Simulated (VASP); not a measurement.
# GdN (Fm-3m) in VASP: single point with LDA+U

Aim: the single point of GdN with LDA+U.

Program: VASP 6.6.1. These are calculated values, not measurements. Logs are shortened: lines on timing, memory, paths and dates and some standing lists are left out, and cuts for length are marked.

## Step 1: The cell of the first run

The structure is cubic, space group Fm-3m (No. 225). Conventional cell: a = 4.999 Å, b = 4.999 Å, c = 4.999 Å, α = 90.00°, β = 90.00°, γ = 90.00°. Gd (site symmetry m-3m) has 6 N at 2.50 Å within 3.3 Å. Within 3.3 Å of N (site symmetry m-3m) lie 6 Gd at 2.50 Å.

## Step 2: Single point, LDA+U, collinear spin, ferrimagnetic start

The input, INCAR:

```
SYSTEM = GdN
ALGO     = Normal         ! electronic algorithm
EDIFF    = 1E-7           ! SCF threshold, eV
ENCUT    = 520            ! plane-wave cutoff, eV
GGA      = CA             ! functional
ISIF     = 2              ! what is computed and relaxed
ISMEAR   = 0              ! smearing method
ISPIN    = 2              ! spin polarisation
LASPH    = .True.         ! aspherical terms in the spheres
LCHARG   = .False.        ! write CHGCAR
LDAU     = .True.         ! DFT+U
LDAUJ    = 0 0          
LDAUL    = 3 -1           ! shell
LDAUPRINT= 1            
LDAUTYPE = 2            
LDAUU    = 2 0            ! U, eV
LMAXMIX  = 6              ! l up to which the mixer works
LORBIT   = 11             ! projections on sites
LREAL    = .False.        ! projectors in reciprocal space
LWAVE    = .False.        ! write WAVECAR
MAGMOM   = 6.97 -0.79     ! initial moments
NBANDS   = 22             ! bands
NELM     = 150            ! most SCF steps
NUPDOWN  = 5.25           ! fixed moment
PREC     = Accurate       ! precision mode
SIGMA    = 0.05           ! smearing width, eV
```

The input, KPOINTS:

```
k-points
0
Gamma
  7 7 7
  0 0 0
```

The input, POSCAR:

```
GdN
1.0
    0.0000000000      2.4994985700      2.4994985700
    2.4994985700      0.0000000000      2.4994985700
    2.4994985700      2.4994985700      0.0000000000
Gd N
1 1
Direct
    0.5000000000      0.5000000000      0.5000000000
    0.0000000000      0.0000000000      0.0000000000
```

Potentials or basis: VASP PAW PBE potentials, release 64 (Gd, N).

The run is started by

```sh
$ cat potpaw_PBE.64/Gd/POTCAR potpaw_PBE.64/N/POTCAR > POTCAR
$ mpirun -np 1 vasp_std > vasp.out
```

OUTCAR:

```text
SYSTEM = GdN
   EDIFF = 1E-7
   ENCUT = 520
   GGA = CA
   ISIF = 2
   ISMEAR = 0
   ISPIN = 2
   LASPH = .True.
   LORBIT = 11
   LREAL = .False.
   NELM = 150
   NUPDOWN = 5.25
   PREC = Accurate

 ion  position               nearest neighbor table
   1  0.500  0.500  0.500-   2 2.50   2 2.50   2 2.50   2 2.50   2 2.50   2 2.50
   2  0.000  0.000  0.000-   1 2.50   1 2.50   1 2.50   1 2.50   1 2.50   1 2.50

  LATTYP: Found a face centered cubic cell.
 ALAT       =     4.9989971400

  Lattice vectors:

 A1 = (   0.0000000000,   2.4994985700,   2.4994985700)
 A2 = (   2.4994985700,   0.0000000000,   2.4994985700)
 A3 = (   2.4994985700,   2.4994985700,   0.0000000000)

Analysis of symmetry for initial positions (statically):
=====================================================================
 Subroutine PRICEL returns:
 Original cell was already a primitive cell.

 Routine SETGRP: Setting up the symmetry group for a
 face centered cubic supercell.

 Subroutine GETGRP returns: Found 48 space group operations
 (whereof 48 operations were pure point group operations)
 out of a pool of 48 trial point group operations.

The static configuration has the point symmetry O_h .

Analysis of symmetry for dynamics (positions and initial velocities):
=====================================================================
 Subroutine PRICEL returns:
 Original cell was already a primitive cell.

 Routine SETGRP: Setting up the symmetry group for a
 face centered cubic supercell.

 Subroutine GETGRP returns: Found 48 space group operations
 (whereof 48 operations were pure point group operations)
 out of a pool of 48 trial point group operations.

The dynamic configuration has the point symmetry O_h .

Analysis of structural, dynamic, and magnetic symmetry:
=====================================================================
 Subroutine PRICEL returns:
 Original cell was already a primitive cell.

 Routine SETGRP: Setting up the symmetry group for a
 face centered cubic supercell.

 Subroutine GETGRP returns: Found 48 space group operations
 (whereof 48 operations were pure point group operations)
 out of a pool of 48 trial point group operations.

The overall configuration has the point symmetry O_h .

 Subroutine INISYM returns: Found 48 space group operations
 (whereof 48 operations are pure point group operations),
 and found     1 'primitive' translations

----------------------------------------------------------------------------------------

                                     Primitive cell

  volume of cell :      31.2312

  direct lattice vectors                    reciprocal lattice vectors
     0.000000000  2.499498570  2.499498570    -0.200040122  0.200040122  0.200040122
     2.499498570  0.000000000  2.499498570     0.200040122 -0.200040122  0.200040122
     2.499498570  2.499498570  0.000000000     0.200040122  0.200040122 -0.200040122

  length of vectors
     3.534824777  3.534824777  3.534824777     0.346479656  0.346479656  0.346479656
[... 122 lines left out ...]

spin component  1

  0.9659 -0.0000 -0.0093  0.0000 -0.0000 -0.0000  0.0000
 -0.0000  0.9825  0.0000 -0.0000 -0.0000 -0.0000 -0.0000
 -0.0093  0.0000  0.9708  0.0000  0.0000  0.0000  0.0000
  0.0000 -0.0000  0.0000  0.9587 -0.0000 -0.0000  0.0000
 -0.0000 -0.0000  0.0000 -0.0000  0.9708  0.0000  0.0093
 -0.0000 -0.0000  0.0000 -0.0000  0.0000  0.9780  0.0000
  0.0000 -0.0000  0.0000  0.0000  0.0093  0.0000  0.9659

spin component  2

  0.0430 -0.0000  0.0181  0.0000 -0.0000 -0.0000  0.0000
 -0.0000  0.1091 -0.0000  0.0000  0.0000  0.0000  0.0000
  0.0181 -0.0000  0.0337  0.0000  0.0000 -0.0000  0.0000
  0.0000  0.0000  0.0000  0.0571 -0.0000  0.0000  0.0000
 -0.0000  0.0000  0.0000 -0.0000  0.0337 -0.0000 -0.0181
 -0.0000  0.0000 -0.0000  0.0000 -0.0000  0.0196 -0.0000
  0.0000  0.0000  0.0000  0.0000 -0.0181 -0.0000  0.0430

 occupancies and eigenvectors

  o =  0.0196  v =  0.0000  0.0000  0.0000  0.0000  0.0000  0.0000  0.0000 -0.0001  0.0000  0.0001 -0.0000 -0.0004  1.0000 -0.0003      0.0000  0.0000  0.0000  0.0000  0.0000  0.0000  0.0000  0.0000  0.0000  0.0000  0.0000  0.0000  0.0000  0.0000
  o =  0.0196  v =  0.0000  0.0000  0.0000  0.0000  0.0000  0.0000  0.0000  0.0008  0.0000 -0.0011  0.0000  0.7906  0.0005  0.6124      0.0000  0.0000  0.0000  0.0000  0.0000  0.0000  0.0000  0.0000  0.0000  0.0000  0.0000  0.0000  0.0000  0.0000
  o =  0.0196  v =  0.0000  0.0000  0.0000  0.0000  0.0000  0.0000  0.0000  0.6124 -0.0000 -0.7906  0.0000 -0.0011  0.0001 -0.0008      0.0000  0.0000  0.0000  0.0000  0.0000  0.0000  0.0000  0.0000  0.0000  0.0000  0.0000  0.0000  0.0000  0.0000
  o =  0.0571  v =  0.0000  0.0000  0.0000  0.0000  0.0000  0.0000  0.0000 -0.0003  0.0000 -0.0002  1.0000  0.0010  0.0000 -0.0013      0.0000  0.0000  0.0000  0.0000  0.0000  0.0000  0.0000  0.0000  0.0000  0.0000  0.0000  0.0000  0.0000  0.0000
  o =  0.0571  v =  0.0000  0.0000  0.0000  0.0000  0.0000  0.0000  0.0000  0.0010  0.0000  0.0007 -0.0016  0.6124 -0.0000 -0.7906      0.0000  0.0000  0.0000  0.0000  0.0000  0.0000  0.0000  0.0000  0.0000  0.0000  0.0000  0.0000  0.0000  0.0000
  o =  0.0571  v =  0.0000  0.0000  0.0000  0.0000  0.0000  0.0000  0.0000  0.7906  0.0000  0.6124  0.0003 -0.0007 -0.0000  0.0010      0.0000  0.0000  0.0000  0.0000  0.0000  0.0000  0.0000  0.0000  0.0000  0.0000  0.0000  0.0000  0.0000  0.0000
  o =  0.1091  v =  0.0000  0.0000  0.0000  0.0000  0.0000  0.0000  0.0000 -0.0000  1.0000 -0.0000 -0.0000  0.0000  0.0000 -0.0000      0.0000  0.0000  0.0000  0.0000  0.0000  0.0000  0.0000  0.0000  0.0000  0.0000  0.0000  0.0000  0.0000  0.0000
  o =  0.9587  v = -0.0025  0.0000 -0.0019  0.9666  0.1569  0.0000 -0.2025  0.0000  0.0000  0.0000  0.0000  0.0000  0.0000  0.0000      0.0000  0.0000  0.0000  0.0000  0.0000  0.0000  0.0000  0.0000  0.0000  0.0000  0.0000  0.0000  0.0000  0.0000
  o =  0.9587  v = -0.0022  0.0000 -0.0017  0.2562 -0.5919  0.0000  0.7642  0.0000  0.0000  0.0000  0.0000  0.0000  0.0000  0.0000      0.0000  0.0000  0.0000  0.0000  0.0000  0.0000  0.0000  0.0000  0.0000  0.0000  0.0000  0.0000  0.0000  0.0000
  o =  0.9587  v =  0.7906 -0.0000  0.6124  0.0038 -0.0012  0.0000  0.0015  0.0000  0.0000  0.0000  0.0000  0.0000  0.0000  0.0000      0.0000  0.0000  0.0000  0.0000  0.0000  0.0000  0.0000  0.0000  0.0000  0.0000  0.0000  0.0000  0.0000  0.0000
  o =  0.9780  v =  0.0003  0.0000 -0.0004 -0.0000  0.0073  1.0000  0.0057  0.0000  0.0000  0.0000  0.0000  0.0000  0.0000  0.0000      0.0000  0.0000  0.0000  0.0000  0.0000  0.0000  0.0000  0.0000  0.0000  0.0000  0.0000  0.0000  0.0000  0.0000
  o =  0.9780  v = -0.0267 -0.0000  0.0345  0.0000 -0.7898  0.0093 -0.6118  0.0000  0.0000  0.0000  0.0000  0.0000  0.0000  0.0000      0.0000  0.0000  0.0000  0.0000  0.0000  0.0000  0.0000  0.0000  0.0000  0.0000  0.0000  0.0000  0.0000  0.0000
  o =  0.9780  v =  0.6118  0.0000 -0.7898 -0.0000 -0.0345 -0.0001 -0.0267  0.0000  0.0000  0.0000  0.0000  0.0000  0.0000  0.0000      0.0000  0.0000  0.0000  0.0000  0.0000  0.0000  0.0000  0.0000  0.0000  0.0000  0.0000  0.0000  0.0000  0.0000
  o =  0.9825  v = -0.0000  1.0000  0.0000 -0.0000 -0.0000 -0.0000 -0.0000  0.0000  0.0000  0.0000  0.0000  0.0000  0.0000  0.0000      0.0000  0.0000  0.0000  0.0000  0.0000  0.0000  0.0000  0.0000  0.0000  0.0000  0.0000  0.0000  0.0000  0.0000

 number of electron      23.0000006 magnetization       5.2500082

 Free energy of the ion-electron system (eV)
  ---------------------------------------------------
  ext. energy  EPLUGINS =         0.00000000
  ---------------------------------------------------
  free energy    TOTEN  =       -21.53638377 eV

  energy without entropy =      -21.53363141  energy(sigma->0) =      -21.53500759

 E-fermi :   6.1442     XC(G=0): -11.9508

 val. band max:        5.9035280828   @ k =  -0.2857   0.1429   0.0000
 cond. band min:       1.9887902418   @ k =  -0.4286   0.4286   0.0000
 fundamental gap:     -3.9147378410
 Fermi energy:         1.9729079954

 spin component 1

 k-point     1 :       0.0000    0.0000    0.0000
  band No.  band energies     occupation
      1     -39.1706      1.00000
      2     -16.4285      1.00000
      3     -16.4285      1.00000
      4     -16.4285      1.00000
      5      -9.4780      1.00000
      6       0.0505      1.00000
[... 489 lines left out ...]
     21      14.9331      0.00000
     22      16.6595      0.00000
 Fermi energy:         6.1441692504

 spin component 2

 k-point     1 :       0.0000    0.0000    0.0000
  band No.  band energies     occupation
      1     -36.6561      1.00000
      2     -14.6228      1.00000
      3     -14.6228      1.00000
      4     -14.6228      1.00000
      5     -10.2839      1.00000
      6       1.8480      1.00000
[... 489 lines left out ...]
     21      14.9645      0.00000
     22      17.0057      0.00000

------------------------ aborting loop because EDIFF is reached ----------------------------------------

  FORCE on cell =-STRESS in cart. coord.  units (eV):
  Direction    XX          YY          ZZ          XY          YZ          ZX
  --------------------------------------------------------------------------------------
  -------------------------------------------------------------------------------------
  Total       -1.9881185     -1.9881185     -1.9881185      0.0000000     -0.0000000      0.0000000
  in kB     -101.9915462   -101.9915462   -101.9915462      0.0000000     -0.0000000      0.0000000
  external PRESSURE =    -101.9915462 kB  Pullay stress =       0.0000000 kB

 VOLUME and BASIS-vectors are now :
 -----------------------------------------------------------------------------
  energy-cutoff  :      520.00
  volume of cell :       31.23
      direct lattice vectors                 reciprocal lattice vectors
     0.000000000  2.499498570  2.499498570    -0.200040122  0.200040122  0.200040122
     2.499498570  0.000000000  2.499498570     0.200040122 -0.200040122  0.200040122
     2.499498570  2.499498570  0.000000000     0.200040122  0.200040122 -0.200040122

 POSITION                                       TOTAL-FORCE (eV/Angst)
 -----------------------------------------------------------------------------------
      2.49950      2.49950      2.49950         0.000000      0.000000      0.000000
      0.00000      0.00000      0.00000        -0.000000     -0.000000     -0.000000
 -----------------------------------------------------------------------------------
    total drift:                                0.000000      0.000000      0.000000

  FREE ENERGIE OF THE ION-ELECTRON SYSTEM (eV)
  ---------------------------------------------------
  free  energy   TOTEN  =       -21.5363837662 eV

  energy  without entropy=      -21.5336314131  energy(sigma->0) =      -21.53500759

 total charge

# of ion       s       p       d       f       tot
--------------------------------------------------
    1        2.021   5.589   0.566   7.123  15.298
    2        1.254   2.292   0.000   0.000   3.546
--------------------------------------------------
tot          3.275   7.882   0.566   7.123  18.845

 magnetization (x)

# of ion       s       p       d       f       tot
--------------------------------------------------
    1       -0.003  -0.081  -0.158   6.449   6.207
    2       -0.016  -0.501   0.000   0.000  -0.518
--------------------------------------------------
tot         -0.019  -0.582  -0.158   6.449   5.689
```

Run time: 42 s. Hardware: 1 thread of Intel Xeon Platinum 8488C (Sapphire Rapids), shared host; peak memory 0.17 GiB.

Results:

| Property | Result |
| --- | --- |
| Free energy | -21.5364 eV |
| Pressure | -10.2 GPa |
| Net moment | 5.25 μB per cell |
| Site moments | Gd +6.21; N -0.52 μB |
| Valence electrons inside the program's atomic spheres | Gd 15.30; N 3.55 |

Eigenvalues of the final occupation matrices:
```
    site  spin  trace                         eigenvalues
site 1 f     1   6.79  0.96 0.96 0.96 0.98 0.98 0.98 0.98
site 1 f     2   0.34  0.02 0.02 0.02 0.06 0.06 0.06 0.11
```

Caveat: the PAW data sets were made with another functional, which shifts forces and pressure a little; spin-orbit coupling is left out, which moves the levels of the heavy elements; the total moment is fixed, so each spin has its own Fermi level; a cell with one magnetic atom can't hold antiferromagnetic order, which such compounds often take.
